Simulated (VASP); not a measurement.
# NbRu3C (Pm-3m) in VASP: notebook, part 2 of 2

VASP 6.6.1. The steps go on from the part before.

### Step 4. Single point, LDA

This run uses another cell than the first one, of 13.17 Å³/atom, 1.043 times its volume.

The input, INCAR:

```
PREC = Accurate ; ENCUT = 520
EDIFF = 1E-6 ; ISMEAR = -1
SIGMA = 0.1 ; LREAL = F
LASPH = T ; NELM = 100
ALGO = Normal ; ISIF = 2
LWAVE = F ; LCHARG = F
GGA = CA ; NBANDS = 38
```

The input, KPOINTS:

```
Automatic mesh
0
Gamma
  6 6 6
```

The input, POSCAR:

```
NbRu3C
1.0
    4.0378543726      0.0000000000      0.0000000000
    0.0000000000      4.0378543726      0.0000000000
    0.0000000000      0.0000000000      4.0378543726
Nb Ru C
1 3 1
Direct
    0.0000000000      0.0000000000      0.0000000000
    0.0000000000      0.5000000000      0.5000000000
    0.5000000000      0.0000000000      0.5000000000
    0.5000000000      0.5000000000      0.0000000000
    0.5000000000      0.5000000000      0.5000000000
```

Potentials or basis: VASP PAW LDA potentials, release 64 (Nb_sv, Ru_pv, C).

On the command line:

```console
> cat potpaw_LDA.64/Nb_sv/POTCAR potpaw_LDA.64/Ru_pv/POTCAR potpaw_LDA.64/C/POTCAR > POTCAR
> mpirun -np 1 vasp_std > vasp.out
```

OUTCAR:

```text
PREC = Accurate
   ENCUT = 520
   EDIFF = 1E-6
   ISMEAR = -1
   LREAL = F
   LASPH = T
   NELM = 100
   ISIF = 2
   GGA = CA

 ion  position               nearest neighbor table
   1  0.000  0.000  0.000-   2 2.86   3 2.86   4 2.86   2 2.86   3 2.86   2 2.86   4 2.86   2 2.86
                             3 2.86   4 2.86   3 2.86   4 2.86
   2  0.000  0.500  0.500-   5 2.02   5 2.02   4 2.86   1 2.86   1 2.86   4 2.86   1 2.86   3 2.86
                             1 2.86   3 2.86   4 2.86   3 2.86   4 2.86   3 2.86
   3  0.500  0.000  0.500-   5 2.02   5 2.02   4 2.86   1 2.86   1 2.86   4 2.86   2 2.86   4 2.86
                             2 2.86   4 2.86   1 2.86   2 2.86   1 2.86   2 2.86
   4  0.500  0.500  0.000-   5 2.02   5 2.02   3 2.86   1 2.86   2 2.86   3 2.86   2 2.86   1 2.86
                             3 2.86   3 2.86   1 2.86   2 2.86   2 2.86   1 2.86
   5  0.500  0.500  0.500-   2 2.02   3 2.02   4 2.02   4 2.02   3 2.02   2 2.02

  LATTYP: Found a simple cubic cell.
 ALAT       =     4.0378543726

  Lattice vectors:

 A1 = (   4.0378543726,   0.0000000000,   0.0000000000)
 A2 = (   0.0000000000,   4.0378543726,   0.0000000000)
 A3 = (   0.0000000000,   0.0000000000,   4.0378543726)

Analysis of symmetry for initial positions (statically):
[... 176 lines left out ...]
 cond. band min:      12.2966865098   @ k =   0.3333   0.3333   0.1667
 fundamental gap:      0.0113342906
 Fermi energy:        12.2898605187

 k-point     1 :       0.0000    0.0000    0.0000
  band No.  band energies     occupation
      1     -43.3861      2.00000
      2     -31.2722      2.00000
      3     -31.2722      2.00000
      4     -31.2722      2.00000
      5     -30.5820      2.00000
      6     -30.5820      2.00000
[... 809 lines left out ...]
     37      14.6125      0.00000
     38      17.7688      0.00000

------------------------ aborting loop because EDIFF is reached ----------------------------------------

  FORCE on cell =-STRESS in cart. coord.  units (eV):
  Direction    XX          YY          ZZ          XY          YZ          ZX
  --------------------------------------------------------------------------------------
  -------------------------------------------------------------------------------------
  Total       -4.4692673     -4.4692673     -4.4692673     -0.0000000     -0.0000000      0.0000000
  in kB     -108.7664499   -108.7664499   -108.7664499     -0.0000000     -0.0000000      0.0000000
  external PRESSURE =    -108.7664499 kB  Pullay stress =       0.0000000 kB

 VOLUME and BASIS-vectors are now :
 -----------------------------------------------------------------------------
  energy-cutoff  :      520.00
  volume of cell :       65.83
      direct lattice vectors                 reciprocal lattice vectors
     4.037854373  0.000000000  0.000000000     0.247656282  0.000000000  0.000000000
     0.000000000  4.037854373  0.000000000     0.000000000  0.247656282  0.000000000
     0.000000000  0.000000000  4.037854373     0.000000000  0.000000000  0.247656282

 POSITION                                       TOTAL-FORCE (eV/Angst)
 -----------------------------------------------------------------------------------
      0.00000      0.00000      0.00000         0.000000      0.000000      0.000000
      0.00000      2.01893      2.01893         0.000000      0.000000      0.000000
      2.01893      0.00000      2.01893         0.000000      0.000000      0.000000
      2.01893      2.01893      0.00000         0.000000      0.000000      0.000000
      2.01893      2.01893      2.01893         0.000000      0.000000      0.000000
 -----------------------------------------------------------------------------------
    total drift:                                0.000000      0.000000     -0.000000

  FREE ENERGIE OF THE ION-ELECTRON SYSTEM (eV)
  ---------------------------------------------------
  free  energy   TOTEN  =       -53.7043426544 eV

  energy  without entropy=      -53.5872695469  energy(sigma->0) =      -53.64580610
```

OSZICAR:

```text
N       E                     dE             d eps       ncg     rms          rms(c)
DAV:   1     0.720232112914E+03    0.72023E+03   -0.34164E+04  1520   0.167E+03
DAV:   2    -0.208336587842E+02   -0.74107E+03   -0.72108E+03  1666   0.580E+02
DAV:   3    -0.568534125448E+02   -0.36020E+02   -0.34543E+02  2372   0.119E+02
DAV:   4    -0.585972865179E+02   -0.17439E+01   -0.17224E+01  2082   0.212E+01
DAV:   5    -0.586657851099E+02   -0.68499E-01   -0.68351E-01  2334   0.479E+00    0.334E+01
DAV:   6    -0.540164076492E+02    0.46494E+01   -0.22023E+01  2084   0.268E+01    0.743E+00
DAV:   7    -0.537534563230E+02    0.26295E+00   -0.17567E+00  2184   0.728E+00    0.636E+00
DAV:   8    -0.537900440246E+02   -0.36588E-01   -0.74587E-01  1970   0.429E+00    0.298E+00
DAV:   9    -0.537131732982E+02    0.76871E-01   -0.36466E-01  2292   0.311E+00    0.145E+00
DAV:  10    -0.537051414043E+02    0.80319E-02   -0.46200E-02  2112   0.121E+00    0.523E-01
DAV:  11    -0.537043892732E+02    0.75213E-03   -0.73839E-03  1986   0.594E-01    0.706E-02
DAV:  12    -0.537043381613E+02    0.51112E-04   -0.79326E-04  2172   0.199E-01    0.510E-02
DAV:  13    -0.537043434586E+02   -0.52974E-05   -0.42970E-05  2298   0.382E-02    0.146E-02
DAV:  14    -0.537043426544E+02    0.80420E-06   -0.27130E-06  1544   0.997E-03
   1 F= -.53704343E+02 E0= -.53645806E+02  d E =-.117073E+00
```

Wall time 29 s (1 thread of Intel Xeon Platinum 8559C (Emerald Rapids), shared host); peak memory 0.18 GiB.

Results:

| Property | Result |
| --- | --- |
| Free energy | -53.7043 eV |
| Pressure | -10.9 GPa |

Levels at points of the mesh, in eV from the Fermi level:
```tsv
k point	band 26	band 27	band 28	band 29	band 30	band 31	band 32	band 33
(0.00, 0.00, 0.00)	-2.63	-1.40	-1.40	0.66	0.69	0.69	0.69	1.90
(0.50, 0.00, 0.00)	-1.51	-1.43	-1.43	-0.76	-0.30	-0.30	0.56	0.70
(0.50, 0.50, 0.00)	-2.89	-2.43	-1.66	-1.30	-0.93	0.39	0.39	0.46
(0.50, 0.50, 0.50)	-2.11	0.25	0.25	0.25	0.45	0.45	0.45	1.22
```

### Step 5. Single point, LDA

This run uses another cell than the first one, of 13.44 Å³/atom, 1.064 times its volume.

The input, INCAR:

```
  PREC = Accurate
  ENCUT = 520
  EDIFF = 1E-6
  ISMEAR = -1
  SIGMA = 0.1
  LREAL = False
  LASPH = True
  NELM = 80
  ALGO = Normal
  ISIF = 2
  LWAVE = False
  LCHARG = False
  NBANDS = 38
```

KPOINTS is that of step 4.

Changes to POSCAR since step 4:

```diff
@@ -2,5 +2,5 @@
 1.0
-    4.0378543726      0.0000000000      0.0000000000
-    0.0000000000      4.0378543726      0.0000000000
-    0.0000000000      0.0000000000      4.0378543726
+    4.0651380000      0.0000000000      0.0000000000
+    0.0000000000      4.0651380000      0.0000000000
+    0.0000000000      0.0000000000      4.0651380000
 Nb Ru C
```

On the command line:

```console
> cat potpaw_LDA.64/Nb_sv/POTCAR potpaw_LDA.64/Ru_pv/POTCAR potpaw_LDA.64/C/POTCAR > POTCAR
> mpirun -np 1 vasp_std > vasp.out
```

Wall time 33 s (1 thread of Intel Xeon Platinum 8559C (Emerald Rapids), shared host); peak memory 0.17 GiB.

It converged, with:

- Free energy: -53.5918 eV
- Pressure: -16.1 GPa

Levels at points of the mesh, in eV from the Fermi level:
| k point | band 26 | band 27 | band 28 | band 29 | band 30 | band 31 | band 32 | band 33 |
| --- | --- | --- | --- | --- | --- | --- | --- | --- |
| (0.00, 0.00, 0.00) | -2.55 | -1.37 | -1.37 | 0.64 | 0.66 | 0.66 | 0.66 | 1.84 |
| (0.50, 0.00, 0.00) | -1.47 | -1.39 | -1.39 | -0.74 | -0.28 | -0.28 | 0.55 | 0.67 |
| (0.50, 0.50, 0.00) | -2.80 | -2.35 | -1.60 | -1.26 | -0.90 | 0.38 | 0.38 | 0.45 |
| (0.50, 0.50, 0.50) | -2.05 | 0.24 | 0.24 | 0.24 | 0.43 | 0.43 | 0.43 | 1.18 |

### Step 6. Single point, LDA

This run uses another cell than the first one, of 13.70 Å³/atom, 1.085 times its volume.

The input, INCAR:

```
PREC = Accurate
ENCUT = 520
EDIFF = 1E-7
ISMEAR = -1
SIGMA = 0.1
LREAL = F
LASPH = T
NELM = 80
ALGO = Normal
ISIF = 2
LWAVE = F
LCHARG = F
NBANDS = 38
```

The input, KPOINTS:

```
regular mesh
0
Gamma
  6 6 6
```

Changes to POSCAR since step 5:

```diff
@@ -2,5 +2,5 @@
 1.0
-    4.0651380000      0.0000000000      0.0000000000
-    0.0000000000      4.0651380000      0.0000000000
-    0.0000000000      0.0000000000      4.0651380000
+    4.0920602283      0.0000000000      0.0000000000
+    0.0000000000      4.0920602283      0.0000000000
+    0.0000000000      0.0000000000      4.0920602283
 Nb Ru C
```

Potentials or basis: VASP PAW LDA potentials, release 64 (Nb_sv, Ru_pv, C).

On the command line:

```console
> cat potpaw_LDA.64/Nb_sv/POTCAR potpaw_LDA.64/Ru_pv/POTCAR potpaw_LDA.64/C/POTCAR > POTCAR
> mpirun -np 1 vasp_std > vasp.out
```

OUTCAR:

```text
PREC = Accurate
   ENCUT = 520
   EDIFF = 1E-7
   ISMEAR = -1
   LREAL = F
   LASPH = T
   NELM = 80
   ISIF = 2

 ion  position               nearest neighbor table
   1  0.000  0.000  0.000-   2 2.89   3 2.89   4 2.89   2 2.89   3 2.89   2 2.89   4 2.89   2 2.89
                             3 2.89   4 2.89   3 2.89   4 2.89
   2  0.000  0.500  0.500-   5 2.05   5 2.05   4 2.89   1 2.89   1 2.89   4 2.89   1 2.89   3 2.89
                             1 2.89   3 2.89   4 2.89   3 2.89   4 2.89   3 2.89
   3  0.500  0.000  0.500-   5 2.05   5 2.05   4 2.89   1 2.89   1 2.89   4 2.89   2 2.89   4 2.89
[... 1020 lines left out ...]
  -------------------------------------------------------------------------------------
  Total       -8.8966970     -8.8966970     -8.8966970     -0.0000000     -0.0000000     -0.0000000
  in kB     -208.0239460   -208.0239460   -208.0239460     -0.0000000     -0.0000000     -0.0000000
  external PRESSURE =    -208.0239460 kB  Pullay stress =       0.0000000 kB

 VOLUME and BASIS-vectors are now :
 -----------------------------------------------------------------------------
  energy-cutoff  :      520.00
  volume of cell :       68.52
      direct lattice vectors                 reciprocal lattice vectors
     4.092060228  0.000000000  0.000000000     0.244375680  0.000000000  0.000000000
     0.000000000  4.092060228  0.000000000     0.000000000  0.244375680  0.000000000
     0.000000000  0.000000000  4.092060228     0.000000000  0.000000000  0.244375680

 POSITION                                       TOTAL-FORCE (eV/Angst)
 -----------------------------------------------------------------------------------
      0.00000      0.00000      0.00000         0.000000      0.000000      0.000000
      0.00000      2.04603      2.04603         0.000000      0.000000      0.000000
      2.04603      0.00000      2.04603         0.000000      0.000000      0.000000
      2.04603      2.04603      0.00000         0.000000      0.000000      0.000000
      2.04603      2.04603      2.04603         0.000000      0.000000      0.000000
 -----------------------------------------------------------------------------------
    total drift:                                0.000000      0.000000     -0.000000

  FREE ENERGIE OF THE ION-ELECTRON SYSTEM (eV)
  ---------------------------------------------------
  free  energy   TOTEN  =       -53.4376032125 eV

  energy  without entropy=      -53.3156414797  energy(sigma->0) =      -53.37662235
```

Wall time 31 s (1 thread of Intel Xeon Platinum 8559C (Emerald Rapids), shared host); peak memory 0.18 GiB.

Results:

* Free energy: -53.4376 eV
* Pressure: -20.8 GPa

Levels at points of the mesh, in eV from the Fermi level:
```csv
k point,band 27,band 28,band 29,band 30,band 31,band 32
"(0.00, 0.00, 0.00)",-1.33,-1.33,0.61,0.64,0.64,0.64
"(0.50, 0.00, 0.00)",-1.35,-1.35,-0.72,-0.26,-0.26,0.54
"(0.50, 0.50, 0.00)",-2.28,-1.55,-1.22,-0.87,0.38,0.38
"(0.50, 0.50, 0.50)",0.24,0.24,0.24,0.41,0.41,0.41
```

### Step 7. Overview

| cell | gap on the mesh (eV) | pressure (GPa) |
| --- | --- | --- |
| a = 3.982 Å, 5 atoms | none | 1.7 |
| a = 4.010 Å, 5 atoms | none | -5.0 |
| a = 4.038 Å, 5 atoms | none | -10.9 |
| a = 4.065 Å, 5 atoms | none | -16.1 |
| a = 4.092 Å, 5 atoms | none | -20.8 |

Alike in all rows: task single point; level LDA; potentials or basis VASP PAW LDA potentials, release 64 (Nb_sv, Ru_pv, C); no spin polarisation; k mesh 6 × 6 × 6; cutoff (eV) 520; smearing fermi-dirac 0.1 eV.

Absolute energies hang on the potentials; compare differences alone.
